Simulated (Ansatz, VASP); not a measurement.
**Ag in VASP and in Ansatz**

```
Ag
1.0
     0.00000    2.09418    2.09418
     2.09418    0.00000    2.09418
     2.09418    2.09418    0.00000
Ag
1
Direct
  0.00000 0.00000 0.00000
```

Change from the starting cell: strain +0.025 along x and y, +0.025 along z, atoms carried along.

Alike in both runs: task single point; functional PBEsol; k mesh 20 × 20 × 20; occupations gaussian, width 0.15 eV; no spin polarisation.

|  | VASP | Ansatz |
| --- | --- | --- |
| version | VASP 6.6.1 | Ansatz 0.2.0 |
| potentials or method | VASP PAW PBE potentials, release 64 (Ag), cutoff 520 eV | scalar-relativistic, plane waves, PAW |
| valence electrons in the cell | 11 | 19 |

Ansatz gave:

```
gap on the k mesh at the Fermi level (eV) : none
pressure (GPa)                            : -8.8
```

Estimate VASP's values.

gap on the k mesh at the Fermi level (eV): none; pressure (GPa): -8.9.

VASP's potentials were made for PBE, not for PBEsol. A gap of «none» marks a metal or a gap that the smearing closes. VASP's potentials hold 11 valence electrons a cell and Ansatz's 19, so a difference there can come from the potentials and not from the codes.
